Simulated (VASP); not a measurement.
NdTl2P3: single point with PBE

The system is NdTl2P3.

```
CELL_PARAMETERS angstrom
4.35697 0.00000 0.00000
-2.17848 3.77325 0.00000
0.00000 0.00000 11.16981
ATOMIC_POSITIONS crystal
Nd 0.00000 0.00000 0.00000
Tl 0.00000 0.00000 0.71587
Tl 0.00000 0.00000 0.28413
P 0.64605 0.00000 0.50000
P 0.00000 0.64605 0.50000
P 0.35395 0.35395 0.50000
```

The cell was built from a structure type or drawn by symmetry, and may not be a known phase.

- Program: VASP 6.6.1
- Task: single point
- Functional: PBE
- Potentials or basis: VASP PAW PBE potentials, release 64 (Nd_3, Tl_d, P), 4f in core
- Cutoff: 500 eV
- k mesh: 4 × 4 × 2
- Occupations: gaussian, width 0.2 eV
- Spin: no spin polarisation

```yaml
Pressure: 0.1 GPa
Largest_force: 0.038 eV/Å
Band_gap_on_the_k_mesh: zero (bands 26 and 27 overlap by 0.89 eV)
```

Forces on the atoms (eV/Å):
```
Nd   0.000  0.000  0.000
Tl   0.000  0.000  0.016
Tl   0.000  0.000 -0.016
P   -0.038  0.000  0.000
P    0.019 -0.033  0.000
P    0.019  0.033  0.000
```

Stress tensor (GPa, compression positive):
```
0.04 0.00 0.00
0.00 0.04 0.00
0.00 0.00 0.35
```

Levels at points of the mesh, in eV from the Fermi level:
| k point | band 21 | band 22 | band 23 | band 24 | band 25 | band 26 | band 27 | band 28 | band 29 | band 30 |
| --- | --- | --- | --- | --- | --- | --- | --- | --- | --- | --- |
| (0.00, 0.00, 0.00) | -4.98 | -4.98 | -4.21 | -3.34 | -1.90 | 0.58 | 0.58 | 0.59 | 1.04 | 1.04 |
| (0.50, 0.00, 0.00) | -3.92 | -1.73 | -0.64 | -0.64 | -0.63 | -0.28 | 0.51 | 0.82 | 1.16 | 1.44 |
| (0.00, 0.00, 0.50) | -4.98 | -4.98 | -4.04 | -3.98 | -1.67 | 0.66 | 0.66 | 1.04 | 1.04 | 1.46 |
| (0.50, 0.00, 0.50) | -3.90 | -2.47 | -1.04 | -0.70 | -0.55 | 0.38 | 0.51 | 0.90 | 1.38 | 1.65 |

It took 25 s on 1 thread of Intel(R) Xeon(R) 6975P-C (Granite Rapids), on a shared host, peak memory 0.3 GiB.

Caveat: the k points lie up to 0.42 Å⁻¹ apart, too coarse for converged energies and pressures of a metal; spin-orbit coupling is left out, which moves the levels of the heavy elements; the 4f electrons are frozen in the core, so they carry no moment and show no levels. Spin polarisation is off, so any magnetic state and its effect on volume and gap are missing.
